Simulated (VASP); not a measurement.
# O (P-1) in VASP: single point with PBE+D3(BJ)

Aim: the single point of O with PBE+D3(BJ).

Program: VASP 6.6.1. These are calculated values, not measurements. Logs are shortened: lines on timing, memory, paths and dates and some standing lists are left out, and cuts for length are marked.

## (1) The cell of the first run

The typed cell holds 2 atoms: a = 4.420 Å, b = 4.415 Å, c = 2.397 Å, α = 74.36°, β = 74.15°, γ = 31.48°.

## (2) Single point, PBE+D3(BJ) (atoms moved at random)

INCAR

```
ALGO = Normal
EDIFF = 1E-6
ENCUT = 520
GGA = PE
ISIF = 2
ISMEAR = 0
IVDW = 12
LASPH = T
LCHARG = F
LREAL = F
LWAVE = F
NBANDS = 13
NELM = 100
PREC = Accurate
SIGMA = 0.15
```

KPOINTS

```
k-points
0
Gamma
  14 14 14
```

POSCAR

```
O
1.0
    0.0000000000      1.7007220374      4.0792735047
    1.6890173498      0.0000000000      4.0792735047
    1.6890173498      1.7007220374      0.0000000000
O
2
Direct
    0.1963197829     -0.0314072758      0.9391465361
    0.8036802171      1.0314072758      0.0608534639
```

Potentials or basis: VASP PAW PBE potentials, release 64 (O).

Run with:

```sh
> cat potpaw_PBE.64/O/POTCAR > POTCAR
> mpirun -np 1 vasp_std > vasp.out
```

OUTCAR:

```text
EDIFF = 1E-6
   ENCUT = 520
   GGA = PE
   ISIF = 2
   ISMEAR = 0
   IVDW = 12
   LASPH = T
   LREAL = F
   NELM = 100
   PREC = Accurate
 IVDW          = 12

 ion  position               nearest neighbor table
   1  0.196  0.969  0.939-   2 1.46
   2  0.804  0.031  0.061-   1 1.46

  LATTYP: Found a face centered orthorhombic cell.
 ALAT       =     3.3780346996
 B/A-ratio  =     1.0069298800
 C/A-ratio  =     2.4151756080

  Lattice vectors:

 A1 = (   0.0000000000,   1.7007220374,   4.0792735047)
 A2 = (   1.6890173498,   0.0000000000,   4.0792735047)
 A3 = (   1.6890173498,   1.7007220374,   0.0000000000)

Analysis of symmetry for initial positions (statically):
=====================================================================
 Subroutine PRICEL returns:
 Original cell was already a primitive cell.

 Routine SETGRP: Setting up the symmetry group for a
 face centered orthorhombic supercell.

 Subroutine GETGRP returns: Found  2 space group operations
 (whereof  2 operations were pure point group operations)
 out of a pool of  8 trial point group operations.

The static configuration has the point symmetry S_2 .

Analysis of symmetry for dynamics (positions and initial velocities):
=====================================================================
 Subroutine PRICEL returns:
 Original cell was already a primitive cell.

 Routine SETGRP: Setting up the symmetry group for a
 face centered orthorhombic supercell.

 Subroutine GETGRP returns: Found  2 space group operations
 (whereof  2 operations were pure point group operations)
 out of a pool of  8 trial point group operations.

The dynamic configuration has the point symmetry S_2 .

 Subroutine INISYM returns: Found  2 space group operations
 (whereof  2 operations are pure point group operations),
 and found     1 'primitive' translations

----------------------------------------------------------------------------------------

                                     Primitive cell

  volume of cell :      23.4358

  direct lattice vectors                    reciprocal lattice vectors
     0.000000000  1.700722037  4.079273505    -0.296030115  0.293992780  0.122570845
     1.689017350  0.000000000  4.079273505     0.296030115 -0.293992780  0.122570845
     1.689017350  1.700722037  0.000000000     0.296030115  0.293992780 -0.122570845

  length of vectors
     4.419607197  4.415116299  2.396921996     0.434843875  0.434843875  0.434843875

  position of ions in fractional coordinates (direct lattice)
     0.196319783  0.968592724  0.939146536
     0.803680217  0.031407276  0.060853464

  ion indices of the primitive-cell ions
   primitive index   ion index
                 1           1
                 2           2

----------------------------------------------------------------------------------------

 KPOINTS: k-points

Automatic generation of k-mesh.
 Grid dimensions read from file:
 generate k-points for:   14   14   14

 Generating k-lattice:

  Cartesian coordinates                     Fractional coordinates (reciprocal lattice)
    -0.021145008  0.020999484  0.008755060     0.071428571 -0.000000000 -0.000000000
     0.021145008 -0.020999484  0.008755060     0.000000000  0.071428571  0.000000000
     0.021145008  0.020999484 -0.008755060     0.000000000  0.000000000  0.071428571

  Length of vectors
     0.031060277  0.031060277  0.031060277

  Shift w.r.t. Gamma in fractional coordinates (k-lattice)
     0.000000000  0.000000000  0.000000000

 Subroutine IBZKPT returns following result:
 ===========================================

 Found   1376 irreducible k-points:

 Following reciprocal coordinates:
            Coordinates               Weight
  0.000000  0.000000  0.000000      1.000000
  0.071429 -0.000000  0.000000      2.000000
 -0.071429 -0.071429 -0.071429      2.000000
  0.000000  0.000000  0.071429      2.000000
 -0.000000  0.071429  0.000000      2.000000
  0.142857  0.000000 -0.000000      2.000000
[... 16 lines left out ...]
 -0.428571 -0.428571 -0.428571      2.000000
 -0.000000  0.000000  0.428571      2.000000
 [... further k-points ...]
   k-points           NKPTS =   1376   k-points in BZ     NKDIM =   1376   number of bands    NBANDS=     13
   number of dos      NEDOS =    301   number of ions     NIONS =      2
   total plane-waves  NPLWV =  23328
   dimension x,y,z NGX =    36 NGY =   36 NGZ =   18
   dimension x,y,z NGXF=    72 NGYF=   72 NGZF=   36
   ions per type =               2
   NGX,Y,Z   is equivalent  to a cutoff of  13.54, 13.56, 12.48 a.u.
   NGXF,Y,Z  is equivalent  to a cutoff of  27.08, 27.11, 24.97 a.u.
 SYSTEM =  unknown system
   PREC   = accura    normal or accurate (medium, high low for compatibility)
   ISTART =      0    job   : 0-new  1-cont  2-samecut
   ICHARG =      2    charge: 1-file 2-atom 10-const
   ISPIN  =      1    spin polarized calculation?
   LNONCOLLINEAR =      F non collinear calculations
   LSORBIT =      F    spin-orbit coupling
   LASPH  =      T    aspherical Exc in radial PAW
   ENCUT  =  520.0 eV  38.22 Ry    6.18 a.u.   8.22  8.21  4.46*2*pi/ulx,y,z
   NELM   =    100;   NELMIN=  2; NELMDL= -5     # of ELM steps
   EDIFF  = 0.1E-05   stopping-criterion for ELM
   LREAL  =      F    real-space projection
   EDIFFG = 0.1E-04   stopping-criterion for IOM
   NSW    =      0    number of steps for IOM
   IBRION =     -1    ionic relax: 0-MD 1-quasi-New 2-CG
   NFREE  =      0    steps in history (QN), initial steepest desc. (CG)
   ISIF   =      2    stress and relaxation
   ISYM   =      2    0-nonsym 1-usesym 2-fastsym
   POTIM  = 0.5000    time-step for ionic-motion
   TEBEG  =    0.0;   TEEND  =   0.0 temperature during run
   PSTRESS=    0.0 pullay stress
   NELECT =      12.0000    total number of electrons
   NUPDOWN=      -1.0000    fix difference up-down
   EMIN   =  10.00;   EMAX   =-10.00  energy-range for DOS
   EFERMI =   0.00;   METHOD = LEGACY
   ISMEAR =     0;   SIGMA  =   0.15  broadening in eV -4-tet -1-fermi 0-gaus
   EFERMI_NEDOS =   21; number of points for ismear=-14 and -15
   IALGO  =     38    algorithm
   IMIX   =      4    mixing-type and parameters
     AMIX     =   0.40;   BMIX     =  1.00
     AMIX_MAG =   1.60;   BMIX_MAG =  1.00
  volume/ion in A,a.u.               =      11.72        79.08
  Fermi-wavevector in a.u.,A,eV,Ry     =   1.309710  2.474993 23.338623  1.715340
  Thomas-Fermi vector in A             =   2.440290
   LORBIT       =      0    0 simple, 1 ext, 2 COOP (PROOUT), +10 PAW based schemes
   GGA     = PE    functional components
   LHFCALC =     F    Hartree Fock is set to
   AEXX    =    0.0000 exact exchange contribution
   IVDW    =    12    specifies the selected vdW correction
   LEPSILON=     F    determine dielectric tensor
   LRPA    =     F    only Hartree local field effects (RPA)
 non-spin polarized calculation
 Gauss-broadening in eV      SIGMA  =   0.15
  energy-cutoff  :      520.00
  volume of cell :       23.44
 maximum number of plane-waves:       647
 NGX is ok and might be reduce to    36
   NGX = 17   NGY = 17   NGZ =  9

 number of electron      12.0000001 magnetization

 Free energy of the ion-electron system (eV)
  ---------------------------------------------------
  ext. energy  EPLUGINS =         0.00000000
  ---------------------------------------------------
  free energy    TOTEN  =        -7.98065149 eV

  energy without entropy =       -7.96443573  energy(sigma->0) =       -7.97254361

 E-fermi :  -0.8964     XC(G=0):  -9.3954

 val. band max:       -0.8974251611   @ k =   0.2857   0.0000   0.3571
 cond. band min:      -0.8937101439   @ k =   0.2143   0.0000   0.2143
 fundamental gap:      0.0037150172
 Fermi energy:        -0.8963977707

 k-point     1 :       0.0000    0.0000    0.0000
  band No.  band energies     occupation
      1     -23.3764      2.00000
      2     -15.8635      2.00000
      3      -7.2813      2.00000
      4      -2.9058      2.00000
      5      -2.5555      2.00000
      6      -0.8169      0.45332
      7       0.4082      0.00000
      8       4.6152      0.00000
      9       9.7412      0.00000
     10      14.6852      0.00000
     11      17.1510      0.00000
     12      21.9052      0.00000
     13      24.3732      0.00000

 k-point     2 :       0.0714   -0.0000    0.0000
  band No.  band energies     occupation
      1     -23.3217      2.00000
      2     -15.8457      2.00000
      3      -7.2298      2.00000
      4      -2.9681      2.00000
      5      -2.8589      2.00000
      6      -0.7661      0.21928
      7       0.4186      0.00000
      8       4.5188      0.00000
      9       9.9203      0.00000
     10      14.8207      0.00000
     11      17.2945      0.00000
     12      22.0156      0.00000
     13      24.1806      0.00000

 k-point     3 :      -0.0714   -0.0714   -0.0714
  band No.  band energies     occupation
      1     -23.3308      2.00000
      2     -15.8291      2.00000
      3      -7.2299      2.00000
      4      -3.1547      2.00000
      5      -2.5396      2.00000
      6      -0.7926      0.32767
      7       0.2411      0.00000
      8       4.5876      0.00000
      9       9.9056      0.00000
     10      14.8221      0.00000
     11      17.2885      0.00000
     12      22.0370      0.00000
     13      24.1279      0.00000
[... 305 lines left out ...]
 k-point    23 :      -0.4286   -0.4286   -0.4286
  band No.  band energies     occupation
      1     -22.3923      2.00000
      2     -15.1195      2.00000
      3      -7.1309      2.00000
      4      -5.9669      2.00000
      5      -2.6373      2.00000
      6      -2.1958      2.00000
      7      -0.3250      0.00000
      8       4.1746      0.00000
      9      13.4050      0.00000
     10      15.6459      0.00000
     11      17.9480      0.00000
     12      21.4672      0.00000
     13      23.1834      0.00000

 k-point    24 :      -0.0000    0.0000    0.4286
  band No.  band energies     occupation
      1     -22.3976      2.00000
      2     -15.0707      2.00000
      3      -7.2124      2.00000
      4      -6.1490      2.00000
      5      -2.4575      2.00000
      6      -2.1793      2.00000
      7      -0.3366      0.00000
      8       4.4871      0.00000
      9      13.1458      0.00000
     10      15.4479      0.00000
     11      17.7934      0.00000
     12      21.2803      0.00000
     13      23.2784      0.00000

 [... further k-points ...]

------------------------ aborting loop because EDIFF is reached ----------------------------------------

 Edisp (eV)   -0.14110

 E8    (eV) :    -0.0340

  FORCE on cell =-STRESS in cart. coord.  units (eV):
  Direction    XX          YY          ZZ          XY          YZ          ZX
  --------------------------------------------------------------------------------------
  -------------------------------------------------------------------------------------
  Total       0.44372    -0.84004    -7.24140     0.15799    -5.00187     3.43662
  in kB      30.33446   -57.42900  -495.05435    10.80070  -341.95033   234.94259
  external pressure =     -174.05 kB  Pullay stress =        0.00 kB

 VOLUME and BASIS-vectors are now :
 -----------------------------------------------------------------------------
  energy-cutoff  :      520.00
  volume of cell :       23.44
      direct lattice vectors                 reciprocal lattice vectors
     0.000000000  1.700722037  4.079273505    -0.296030115  0.293992780  0.122570845
     1.689017350  0.000000000  4.079273505     0.296030115 -0.293992780  0.122570845
     1.689017350  1.700722037  0.000000000     0.296030115  0.293992780 -0.122570845

 POSITION                                       TOTAL-FORCE (eV/Angst)
 -----------------------------------------------------------------------------------
      3.22220      1.93111      4.75200         2.559602     -3.731338     -5.362105
      0.15583      1.47033      3.40655        -2.559602      3.731338      5.362105
 -----------------------------------------------------------------------------------
    total drift:                                0.000000      0.000000      0.000000

  FREE ENERGIE OF THE ION-ELECTRON SYSTEM (eV)
  ---------------------------------------------------
  free  energy   TOTEN  =        -8.1217540674 eV

  energy  without entropy=       -8.1055383066  energy(sigma->0) =       -8.11364619
```

It took 5.3 min on 1 thread of Intel Xeon Platinum 8259CL at 2.50GHz (Skylake/Cascade Lake), shared host; peak memory 0.42 GiB.

Results:

```yaml
Free_energy: -8.1218 eV
Pressure: -17.4 GPa
Largest_force: 7.016 eV/Å
Band_gap_on_the_k_mesh: zero (band 6 reaches -0.54 eV, above the bottom of band 7 at -1.48 eV)
Dispersion_energy_per_atom: -0.071 eV
```

Forces in eV/Å, atoms in the order of the input:
```
O    2.560 -3.731 -5.362
O   -2.560  3.731  5.362
```

Levels at points of the mesh, in eV from the Fermi level:
```tsv
k point	band 2	band 3	band 4	band 5	band 6	band 7	band 8	band 9	band 10	band 11
(0.00, 0.00, 0.00)	-14.97	-6.38	-2.01	-1.66	0.08	1.30	5.51	10.64	15.58	18.05
(0.50, 0.00, 0.00)	-14.77	-6.28	-5.36	-1.46	-1.32	1.50	4.03	14.37	17.10	20.45
(0.50, 0.50, 0.50)	-14.18	-6.39	-5.04	-1.89	-1.28	0.60	5.05	15.11	15.65	19.10
(0.00, 0.00, 0.50)	-14.13	-6.46	-5.25	-1.69	-1.26	0.59	5.38	14.79	15.46	18.98
(0.00, 0.50, 0.00)	-14.57	-6.52	-6.02	-1.43	-0.78	1.46	5.21	13.76	16.40	19.54
(0.50, 0.50, 0.00)	-15.36	-5.29	-2.07	-1.79	0.17	1.39	3.73	12.36	13.36	22.10
(0.50, 0.00, 0.50)	-13.75	-5.34	-5.03	-5.00	-1.42	-0.36	4.99	13.43	16.97	20.05
(0.00, 0.50, 0.50)	-13.73	-5.37	-5.12	-5.05	-1.33	-0.30	5.21	13.14	16.87	19.37
```

Caveat: the cell differs from its parent crystal (atoms moved at random); pairwise dispersion overbinds metals, which lowers pressure and volume; forces of over 1 eV/Å act on the atoms, so gaps and moduli don't describe the material at rest.
